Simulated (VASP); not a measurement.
# LiCl (kk07) (Fm-3m) in VASP: further runs, part 2 of 2

VASP 6.6.1. Earlier steps stand in the parts before.

**4. Relaxation of cell and atoms, LDA**

The input, INCAR:

```
PREC     = Accurate       # precision mode
ENCUT    = 600            # plane-wave cutoff, eV
EDIFF    = 1E-7           # SCF threshold, eV
ISMEAR   = 0              # smearing method
SIGMA    = 0.02           # smearing width, eV
LREAL    = F              # projectors in reciprocal space
LASPH    = T              # aspherical terms in the spheres
NELM     = 60             # most SCF steps
ALGO     = Normal         # electronic algorithm
ISIF     = 3              # what is computed and relaxed
LWAVE    = F              # write WAVECAR
LCHARG   = F              # write CHGCAR
IBRION   = 2              # ionic algorithm
NSW      = 100            # ionic steps
EDIFFG   = -0.002         # ionic threshold
```

The input, KPOINTS:

```
regular mesh
0
Gamma
  12 12 12
```

The input, POSCAR:

```
LiCl
1.0
    0.0000000000      2.5421223400      2.5421223400
    2.5421223400      0.0000000000      2.5421223400
    2.5421223400      2.5421223400      0.0000000000
Li Cl
1 1
Direct
    0.0000000000      0.0000000000      0.0000000000
    0.5000000000      0.5000000000      0.5000000000
```

Potentials or basis: VASP PAW LDA potentials, release 64 (Li_sv, Cl).

Command:

```sh
> cat potpaw_LDA.64/Li_sv/POTCAR potpaw_LDA.64/Cl/POTCAR > POTCAR
> mpirun -np 1 vasp_std > vasp.out
```

OUTCAR:

```text
PREC = Accurate
   ENCUT = 600
   EDIFF = 1E-7
   ISMEAR = 0
   LREAL = F
   LASPH = T
   NELM = 60
   ISIF = 3
   IBRION = 2
   NSW = 100
   EDIFFG = -0.002

 ion  position               nearest neighbor table
   1  0.000  0.000  0.000-   2 2.54   2 2.54   2 2.54   2 2.54   2 2.54   2 2.54
   2  0.500  0.500  0.500-   1 2.54   1 2.54   1 2.54   1 2.54   1 2.54   1 2.54

  LATTYP: Found a face centered cubic cell.
 ALAT       =     5.0842446800

  Lattice vectors:

 A1 = (   0.0000000000,   2.5421223400,   2.5421223400)
 A2 = (   2.5421223400,   0.0000000000,   2.5421223400)
 A3 = (   2.5421223400,   2.5421223400,   0.0000000000)

Analysis of symmetry for initial positions (statically):
=====================================================================
 Subroutine PRICEL returns:
 Original cell was already a primitive cell.

[... 292 lines left out ...]

 val. band max:        1.2744917427   @ k =  -0.0833   0.0833   0.0000
 cond. band min:       7.7837335687   @ k =   0.5000   0.0000   0.0000
 fundamental gap:      6.5092418260
 Fermi energy:         1.3638710796

 k-point     1 :       0.0000    0.0000    0.0000
  band No.  band energies     occupation
      1     -41.0664      2.00000
      2     -12.4438      2.00000
      3       1.2681      2.00000
      4       1.2681      2.00000
      5       1.2681      2.00000
      6       7.8975      0.00000
      7      13.0830      0.00000
      8      13.0830      0.00000
      9      13.0830      0.00000
[... 265 lines left out ...]
 k-point    24 :      -0.4167    0.1667    0.0000
  band No.  band energies     occupation
      1     -41.0606      2.00000
      2     -11.6170      2.00000
      3      -1.8557      2.00000
      4       0.0211      2.00000
      5       0.7788      2.00000
      6       8.7967      0.00000
      7      10.6841      0.00000
      8      11.1514      0.00000
      9      13.9484      0.00000

 [... further k-points ...]
[... 5 lines left out ...]
  --------------------------------------------------------------------------------------
  -------------------------------------------------------------------------------------
  Total        0.0010895      0.0010895      0.0010895      0.0000000     -0.0000000      0.0000000
  in kB        0.0571986      0.0571986      0.0571986      0.0000000     -0.0000000      0.0000000
  external PRESSURE =       0.0571986 kB  Pullay stress =       0.0000000 kB
[... 17 lines left out ...]
  FREE ENERGIE OF THE ION-ELECTRON SYSTEM (eV)
  ---------------------------------------------------
  free  energy   TOTEN  =        -8.0973868933 eV

  energy  without entropy=       -8.0973868933  energy(sigma->0) =       -8.09738689

 reached required accuracy - stopping structural energy minimisation
```

It took 28 s on 1 thread of Intel Xeon 6975P-C (Granite Rapids), shared host; peak memory 0.15 GiB.

Results:

| Item | Value |
| --- | --- |
| Free energy | -8.0974 eV |
| Relaxed volume | 15.26 Å³/atom |
| Relaxed cell | a = 3.508 Å, b = 3.508 Å, c = 3.508 Å, α = 60.00°, β = 60.00°, γ = 60.00° |
| Space group after relaxing (to 0.05 Å) | Fm-3m (No. 225) |
| Energy gained by relaxing | 10.0 meV/atom |
| Ionic steps | 4 |
| Pressure after relaxing | 0.0 GPa |
| Band gap on the k mesh | 6.51 eV, indirect (least direct gap 6.63 eV) |

The path:
```
step  energy change (eV)  largest force (eV/Å)  pressure (GPa)  volume (Å³)
   1              0.0000                0.0000           -2.57        32.86
   2             -0.0153                0.0000           -1.34        31.62
   3             -0.0200                0.0000           -0.10        30.59
   4             -0.0200                0.0000            0.01        30.52
```

Final structure:
```cif
data_structure
_symmetry_space_group_name_H-M 'P 1'
_symmetry_Int_Tables_number 1
_cell_length_a 3.5077
_cell_length_b 3.5077
_cell_length_c 3.5077
_cell_angle_alpha 60.000
_cell_angle_beta 60.000
_cell_angle_gamma 60.000
_cell_volume 30.52
loop_
_atom_site_label
_atom_site_type_symbol
_atom_site_fract_x
_atom_site_fract_y
_atom_site_fract_z
_atom_site_occupancy
Li1 Li 0.00000 0.00000 0.00000 1
Cl1 Cl 0.50000 0.50000 0.50000 1
```

Levels at points of the mesh, in eV from the valence-band top:
| k point | band 3 | band 4 | band 5 | band 6 | band 7 | band 8 |
| --- | --- | --- | --- | --- | --- | --- |
| (0.00, 0.00, 0.00) | -0.01 | -0.01 | -0.01 | 6.62 | 11.81 | 11.81 |
| (0.50, 0.00, 0.00) | -3.34 | -0.31 | -0.31 | 6.51 | 9.23 | 9.23 |
| (0.50, 0.50, 0.00) | -3.50 | -1.35 | -1.35 | 7.83 | 7.86 | 12.98 |

Caveat: the cutoff is under 1.25 times the usual one of these potentials, so pressure, stress and relaxed cells hold a basis-set (Pulay) error. A hybrid or GW would open this gap; LDA tends to underestimate it.

**5. Overview**

```csv
task,cell,k mesh,cutoff (eV),smearing,gap on the mesh (eV)
single point,"a = 3.595 Å, angles 60.0°, 2 atoms",6 × 6 × 6,520,gaussian 0.1 eV,6.16
single point,"a = 3.510 Å, angles 60.0°, 2 atoms",12 × 12 × 12,520,gaussian 0.02 eV,6.51
relaxation of cell and atoms,"relaxed from a = 3.595 Å, angles 60.0°, 2 atoms",12 × 12 × 12,600,gaussian 0.02 eV,6.51
```

Alike in all rows: level LDA; potentials or basis VASP PAW LDA potentials, release 64 (Li_sv, Cl); no spin polarisation.

Caveats: the cutoff is under 1.25 times the usual one of these potentials, so pressure, stress and relaxed cells hold a basis-set (Pulay) error.

Total energies depend on the potentials used, so only differences within one code and one set of settings carry meaning.
